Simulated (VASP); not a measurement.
# Os in VASP: single point with PBE+D3(BJ)

Aim: the single point of Os with PBE+D3(BJ).

Everything below comes from runs of VASP 6.6.1. Logs are shortened: lines on timing, memory, paths and dates and some standing lists are left out, and cuts for length are marked.

**1. The cell of the first run**

The cell holds a slab with vacuum, 16 atoms: a = 5.470 Å, b = 5.470 Å, c = 22.490 Å, α = 90.00°, β = 90.00°, γ = 120.00°.

**2. Single point, PBE+D3(BJ)**

Input file INCAR:

```
ALGO = Fast
DIPOL = 0.5 0.5 0.500
EDIFF = 1E-6
ENCUT = 520
GGA = PE
IDIPOL = 3
ISIF = 2
ISMEAR = 0
IVDW = 12
LASPH = T
LCHARG = F
LDIPOL = T
LREAL = Auto
LWAVE = F
NBANDS = 78
NELM = 80
PREC = Accurate
SIGMA = 0.1
```

Input file KPOINTS:

```
k-points
0
Gamma
  4 4 1
```

Input file POSCAR:

```
Os
1.0
    5.4699229139      0.0000000000      0.0000000000
   -2.7349614569      4.7370922002      0.0000000000
    0.0000000000      0.0000000000     22.4902484393
Os
16
Direct
    0.3333333333      0.1666666667      0.3557097211
    0.3333333333      0.6666666667      0.3557097211
    0.8333333333      0.1666666667      0.3557097211
    0.8333333333      0.6666666667      0.3557097211
    0.1666666667      0.3333333333      0.4519032404
    0.1666666667      0.8333333333      0.4519032404
    0.6666666667      0.3333333333      0.4519032404
    0.6666666667      0.8333333333      0.4519032404
    0.3333333333      0.1666666667      0.5487933283
    0.3333333333      0.6666666667      0.5487933283
    0.8333333333      0.1666666667      0.5487933283
    0.8333333333      0.6666666667      0.5487933283
    0.1666666667      0.3333333333      0.6422774710
    0.1666666667      0.8333333333      0.6422774710
    0.6666666667      0.3333333333      0.6422774710
    0.6666666667      0.8333333333      0.6422774710
```

Potentials or basis: VASP PAW PBE potentials, release 64 (Os).

Started as:

```sh
> cat potpaw_PBE.64/Os/POTCAR > POTCAR
> mpirun -np 1 vasp_std > vasp.out
```

OUTCAR:

```text
EDIFF = 1E-6
   ENCUT = 520
   GGA = PE
   ISIF = 2
   ISMEAR = 0
   IVDW = 12
   LASPH = T
   LREAL = Auto
   NELM = 80
   PREC = Accurate
 IVDW          = 12

 ion  position               nearest neighbor table
   1  0.333  0.167  0.356-   5 2.68   6 2.68   7 2.68   2 2.73   2 2.73   3 2.73   3 2.73   4 2.73
                             4 2.73
   2  0.333  0.667  0.356-   6 2.68   5 2.68   8 2.68   1 2.73   1 2.73   4 2.73   4 2.73   3 2.73
                             3 2.73
   3  0.833  0.167  0.356-   7 2.68   8 2.68   5 2.68   4 2.73   4 2.73   1 2.73   1 2.73   2 2.73
                             2 2.73
   4  0.833  0.667  0.356-   8 2.68   7 2.68   6 2.68   3 2.73   3 2.73   2 2.73   2 2.73   1 2.73
                             1 2.73
   5  0.167  0.333  0.452-   1 2.68   2 2.68   3 2.68   9 2.69  10 2.69  11 2.69   6 2.73   6 2.73
                             7 2.73   7 2.73   8 2.73   8 2.73
   6  0.167  0.833  0.452-   2 2.68   1 2.68   4 2.68  10 2.69   9 2.69  12 2.69   5 2.73   5 2.73
                             8 2.73   8 2.73   7 2.73   7 2.73
   7  0.667  0.333  0.452-   3 2.68   4 2.68   1 2.68  11 2.69  12 2.69   9 2.69   8 2.73   8 2.73
                             5 2.73   5 2.73   6 2.73   6 2.73
   8  0.667  0.833  0.452-   4 2.68   3 2.68   2 2.68  12 2.69  11 2.69  10 2.69   7 2.73   7 2.73
                             6 2.73   6 2.73   5 2.73   5 2.73
   9  0.333  0.167  0.549-  13 2.63  14 2.63  15 2.63   5 2.69   6 2.69   7 2.69  10 2.73  10 2.73
                            11 2.73  11 2.73  12 2.73  12 2.73
  10  0.333  0.667  0.549-  14 2.63  13 2.63  16 2.63   6 2.69   5 2.69   8 2.69   9 2.73   9 2.73
                            12 2.73  12 2.73  11 2.73  11 2.73
  11  0.833  0.167  0.549-  15 2.63  16 2.63  13 2.63   7 2.69   8 2.69   5 2.69  12 2.73  12 2.73
                             9 2.73   9 2.73  10 2.73  10 2.73
  12  0.833  0.667  0.549-  16 2.63  15 2.63  14 2.63   8 2.69   7 2.69   6 2.69  11 2.73  11 2.73
                            10 2.73  10 2.73   9 2.73   9 2.73
  13  0.167  0.333  0.642-   9 2.63  10 2.63  11 2.63  14 2.73  14 2.73  15 2.73  15 2.73  16 2.73
                            16 2.73
  14  0.167  0.833  0.642-  10 2.63   9 2.63  12 2.63  13 2.73  13 2.73  16 2.73  16 2.73  15 2.73
                            15 2.73
  15  0.667  0.333  0.642-  11 2.63  12 2.63   9 2.63  16 2.73  16 2.73  13 2.73  13 2.73  14 2.73
                            14 2.73
  16  0.667  0.833  0.642-  12 2.63  11 2.63  10 2.63  15 2.73  15 2.73  14 2.73  14 2.73  13 2.73
                            13 2.73

  LATTYP: Found a hexagonal cell.
 ALAT       =     5.4699229139
 C/A-ratio  =     4.1116207291

  Lattice vectors:

 A1 = (   5.4699229139,   0.0000000000,   0.0000000000)
 A2 = (  -2.7349614569,   4.7370922002,   0.0000000000)
 A3 = (   0.0000000000,   0.0000000000,  22.4902484393)

Analysis of symmetry for initial positions (statically):
=====================================================================
 Subroutine PRICEL returns following result:

  LATTYP: Found a hexagonal cell.
 ALAT       =     2.7349614570
 C/A-ratio  =     8.2232414582

  Lattice vectors:

 A1 = (   2.7349614570,   0.0000000000,   0.0000000000)
 A2 = (  -1.3674807284,   2.3685461001,   0.0000000000)
 A3 = (   0.0000000000,   0.0000000000,  22.4902484393)

   4 primitive cells build up your supercell.

 Routine SETGRP: Setting up the symmetry group for a
 hexagonal supercell.

 Subroutine GETGRP returns: Found  6 space group operations
 (whereof  6 operations were pure point group operations)
 out of a pool of 24 trial point group operations.

The static configuration has the point symmetry C_3v.

Analysis of symmetry for dynamics (positions and initial velocities):
=====================================================================
 Subroutine PRICEL returns following result:

  LATTYP: Found a hexagonal cell.
 ALAT       =     2.7349614570
 C/A-ratio  =     8.2232414582

  Lattice vectors:

 A1 = (   2.7349614570,   0.0000000000,   0.0000000000)
 A2 = (  -1.3674807284,   2.3685461001,   0.0000000000)
 A3 = (   0.0000000000,   0.0000000000,  22.4902484393)

   4 primitive cells build up your supercell.

 Routine SETGRP: Setting up the symmetry group for a
 hexagonal supercell.

 Subroutine GETGRP returns: Found  6 space group operations
 (whereof  6 operations were pure point group operations)
 out of a pool of 24 trial point group operations.

The dynamic configuration has the point symmetry C_3v.

 Subroutine INISYM returns: Found  6 space group operations
 (whereof  6 operations are pure point group operations),
 and found     4 'primitive' translations

----------------------------------------------------------------------------------------

                                     Primitive cell

  volume of cell :     145.6892

  direct lattice vectors                    reciprocal lattice vectors
     2.734961457  0.000000000  0.000000000     0.365635866  0.211099965  0.000000000
    -1.367480728  2.368546100  0.000000000     0.000000000  0.422199931  0.000000000
     0.000000000  0.000000000 22.490248439     0.000000000  0.000000000  0.044463715

  length of vectors
     2.734961457  2.734961457 22.490248439     0.422199931  0.422199931  0.044463715

  position of ions in fractional coordinates (direct lattice)
     0.666666667  0.333333333  0.355709721
     0.333333333  0.666666667  0.451903240
     0.666666667  0.333333333  0.548793328
     0.333333333  0.666666667  0.642277471

  ion indices of the primitive-cell ions
   primitive index   ion index
                 1           1
                 2           5
                 3           9
                 4          13

----------------------------------------------------------------------------------------

 KPOINTS: k-points

Automatic generation of k-mesh.
 Grid dimensions read from file:
 generate k-points for:    4    4    1

 Generating k-lattice:

  Cartesian coordinates                     Fractional coordinates (reciprocal lattice)
     0.045704483  0.026387496  0.000000000     0.250000000 -0.000000000  0.000000000
     0.000000000  0.052774991  0.000000000     0.000000000  0.250000000  0.000000000
     0.000000000  0.000000000  0.044463715     0.000000000  0.000000000  1.000000000

  Length of vectors
     0.052774991  0.052774991  0.044463715

  Shift w.r.t. Gamma in fractional coordinates (k-lattice)
     0.000000000  0.000000000  0.000000000

 Subroutine IBZKPT returns following result:
 ===========================================

 Found      4 irreducible k-points:

 Following reciprocal coordinates:
            Coordinates               Weight
  0.000000  0.000000  0.000000      1.000000
  0.250000  0.000000  0.000000      6.000000
  0.500000  0.000000  0.000000      3.000000
  0.250000  0.250000  0.000000      6.000000
   k-points           NKPTS =      4   k-points in BZ     NKDIM =      4   number of bands    NBANDS=     78
   number of dos      NEDOS =    301   number of ions     NIONS =     16
   total plane-waves  NPLWV = 296352
   dimension x,y,z NGX =    42 NGY =   42 NGZ =  168
   dimension x,y,z NGXF=    84 NGYF=   84 NGZF=  336
   ions per type =              16
   NGX,Y,Z   is equivalent  to a cutoff of  12.76, 12.76, 12.42 a.u.
   NGXF,Y,Z  is equivalent  to a cutoff of  25.53, 25.53, 24.84 a.u.
 SYSTEM =  unknown system
   PREC   = accura    normal or accurate (medium, high low for compatibility)
   ISTART =      0    job   : 0-new  1-cont  2-samecut
   ICHARG =      2    charge: 1-file 2-atom 10-const
   ISPIN  =      1    spin polarized calculation?
   LNONCOLLINEAR =      F non collinear calculations
   LSORBIT =      F    spin-orbit coupling
   LASPH  =      T    aspherical Exc in radial PAW
   ENCUT  =  520.0 eV  38.22 Ry    6.18 a.u.  10.17 10.17 41.82*2*pi/ulx,y,z
   NELM   =     80;   NELMIN=  2; NELMDL= -5     # of ELM steps
   EDIFF  = 0.1E-05   stopping-criterion for ELM
   LREAL  =      T    real-space projection
   EDIFFG = 0.1E-04   stopping-criterion for IOM
   NSW    =      0    number of steps for IOM
   IBRION =     -1    ionic relax: 0-MD 1-quasi-New 2-CG
   NFREE  =      0    steps in history (QN), initial steepest desc. (CG)
   ISIF   =      2    stress and relaxation
   ISYM   =      2    0-nonsym 1-usesym 2-fastsym
   POTIM  = 0.5000    time-step for ionic-motion
   TEBEG  =    0.0;   TEEND  =   0.0 temperature during run
   PSTRESS=    0.0 pullay stress
   NELECT =     128.0000    total number of electrons
   NUPDOWN=      -1.0000    fix difference up-down
   EMIN   =  10.00;   EMAX   =-10.00  energy-range for DOS
   EFERMI =   0.00;   METHOD = LEGACY
   ISMEAR =     0;   SIGMA  =   0.10  broadening in eV -4-tet -1-fermi 0-gaus
   EFERMI_NEDOS =   21; number of points for ismear=-14 and -15
   IALGO  =     68    algorithm
   IMIX   =      4    mixing-type and parameters
     AMIX     =   0.40;   BMIX     =  1.00
     AMIX_MAG =   1.60;   BMIX_MAG =  1.00
  volume/ion in A,a.u.               =      36.42       245.79
  Fermi-wavevector in a.u.,A,eV,Ry     =   0.987755  1.866586 13.274648  0.975659
  Thomas-Fermi vector in A             =   2.119232
   LORBIT       =      0    0 simple, 1 ext, 2 COOP (PROOUT), +10 PAW based schemes
   GGA     = PE    functional components
   LHFCALC =     F    Hartree Fock is set to
   AEXX    =    0.0000 exact exchange contribution
   IVDW    =    12    specifies the selected vdW correction
   LEPSILON=     F    determine dielectric tensor
   LRPA    =     F    only Hartree local field effects (RPA)
 non-spin polarized calculation
 RMM-DIIS sequential band-by-band and
 Gauss-broadening in eV      SIGMA  =   0.10
  energy-cutoff  :      520.00
  volume of cell :      582.76
 maximum number of plane-waves:     15713
 NGX is ok and might be reduce to    42
   NGX = 21   NGY = 21   NGZ = 83

 dipolmoment           0.000000      0.000000      0.002321 electrons x Angstroem

 number of electron     128.0000017 magnetization

 dipolmoment           0.000000      0.000000     -0.009286 electrons x Angstroem

 Free energy of the ion-electron system (eV)
  ---------------------------------------------------
  ext. energy  EPLUGINS =         0.00000000
  ---------------------------------------------------
  free energy    TOTEN  =      -170.28460147 eV

  energy without entropy =     -170.14400072  energy(sigma->0) =     -170.21430110

 E-fermi :   0.3399     XC(G=0):  -6.3376

 val. band max:        0.2997492478   @ k =   0.5000   0.0000   0.0000
 cond. band min:       0.3491738078   @ k =   0.2500   0.0000   0.0000
 fundamental gap:      0.0494245600
 Fermi energy:         0.3398823882

 k-point     1 :       0.0000    0.0000    0.0000
  band No.  band energies     occupation
      1     -10.0235      2.00000
      2      -8.4448      2.00000
      3      -7.2260      2.00000
      4      -7.0766      2.00000
      5      -7.0738      2.00000
      6      -7.0738      2.00000
[... 68 lines left out ...]
     75       2.3544      0.00000
     76       2.3646      0.00000

 k-point     2 :       0.2500    0.0000    0.0000
  band No.  band energies     occupation
      1      -9.4252      2.00000
      2      -7.8738      2.00000
      3      -7.1202      2.00000
      4      -6.7402      2.00000
      5      -6.6678      2.00000
      6      -6.6447      2.00000
[... 68 lines left out ...]
     75       1.9050      0.00000
     76       2.0171      0.00000

 k-point     3 :       0.5000    0.0000    0.0000
  band No.  band energies     occupation
      1      -8.0084      2.00000
      2      -8.0084      2.00000
      3      -6.7962      2.00000
      4      -6.7962      2.00000
      5      -5.9869      2.00000
      6      -5.9869      2.00000
[... 68 lines left out ...]
     75       1.7349      0.00000
     76       1.7435      0.00000

 k-point     4 :       0.2500    0.2500    0.0000
  band No.  band energies     occupation
      1      -8.3720      2.00000
      2      -6.9820      2.00000
      3      -6.9820      2.00000
      4      -6.9584      2.00000
      5      -6.2705      2.00000
      6      -6.2705      2.00000
[... 68 lines left out ...]
     75       1.5611      0.00000
     76       1.8353      0.00000
 [bands above 76 left out]

------------------------ aborting loop because EDIFF is reached ----------------------------------------

 vacuum level on the upper side and lower side of the slab       (xc-potential included)        -0.167        -0.102

 Edisp (eV)   -7.49968

 E8    (eV) :    -3.8203

  FORCE on cell =-STRESS in cart. coord.  units (eV):
  Direction    XX          YY          ZZ          XY          YZ          ZX
  --------------------------------------------------------------------------------------
  -------------------------------------------------------------------------------------
  Total     -19.27586   -19.27586    -6.87950    -0.00000     0.00000     0.00000
  in kB     -52.99528   -52.99528   -18.91387    -0.00000     0.00000     0.00000
  external pressure =      -41.63 kB  Pullay stress =        0.00 kB

 VOLUME and BASIS-vectors are now :
 -----------------------------------------------------------------------------
  energy-cutoff  :      520.00
  volume of cell :      582.76
      direct lattice vectors                 reciprocal lattice vectors
     5.469922914  0.000000000  0.000000000     0.182817933  0.105549983  0.000000000
    -2.734961457  4.737092200  0.000000000     0.000000000  0.211099965  0.000000000
     0.000000000  0.000000000 22.490248439     0.000000000  0.000000000  0.044463715

 POSITION                                       TOTAL-FORCE (eV/Angst)
 -----------------------------------------------------------------------------------
      1.36748      0.78952      8.00000         0.000000      0.000000      0.720450
     -0.00000      3.15806      8.00000         0.000000     -0.000000      0.720450
      4.10244      0.78952      8.00000         0.000000      0.000000      0.720450
      2.73496      3.15806      8.00000         0.000000     -0.000000      0.720450
      0.00000      1.57903     10.16342        -0.000000      0.000000     -0.708803
     -1.36748      3.94758     10.16342         0.000000      0.000000     -0.708803
[... 8 lines left out ...]
      2.73496      1.57903     14.44498         0.000000     -0.000000     -0.022088
      1.36748      3.94758     14.44498         0.000000     -0.000000     -0.022088
 -----------------------------------------------------------------------------------
    total drift:                               -0.000000     -0.000000      0.045654

  FREE ENERGIE OF THE ION-ELECTRON SYSTEM (eV)
  ---------------------------------------------------
  free  energy   TOTEN  =      -177.7842848602 eV

  energy  without entropy=     -177.6436841109  energy(sigma->0) =     -177.71398449

 vacuum level on the upper side and lower side of the slab         5.609         5.678
```

Wall time 10 min (1 thread of AMD EPYC 7R13 (Zen 3), shared host); peak memory 0.61 GiB.

What came out:

| Property | Result |
| --- | --- |
| Free energy | -177.7843 eV |
| Largest force | 0.720 eV/Å |
| Band gap on the k mesh | zero (band 64 reaches 1.70 eV, above the bottom of band 65 at 0.16 eV) |
| Dispersion energy per atom | -0.469 eV |

Forces in eV/Å, atoms in the order of the input:
```
Os   0.000  0.000  0.720
Os   0.000  0.000  0.720
Os   0.000  0.000  0.720
Os   0.000  0.000  0.720
Os   0.000  0.000 -0.709
Os   0.000  0.000 -0.709
Os   0.000  0.000 -0.709
Os   0.000  0.000 -0.709
Os   0.000  0.000  0.010
Os   0.000  0.000  0.010
Os   0.000  0.000  0.010
Os   0.000  0.000  0.010
Os   0.000  0.000 -0.022
Os   0.000  0.000 -0.022
Os   0.000  0.000 -0.022
Os   0.000  0.000 -0.022
```

Levels at points of the mesh, in eV from the Fermi level:
| k point | band 61 | band 62 | band 63 | band 64 | band 65 | band 66 |
| --- | --- | --- | --- | --- | --- | --- |
| (0.00, 0.00, 0.00) | 0.42 | 0.42 | 0.43 | 1.36 | 1.36 | 1.36 |
| (0.50, 0.00, 0.00) | -0.60 | -0.60 | -0.51 | -0.51 | -0.04 | -0.04 |

Caveat: spin-orbit coupling is left out, which moves the levels of the heavy elements.
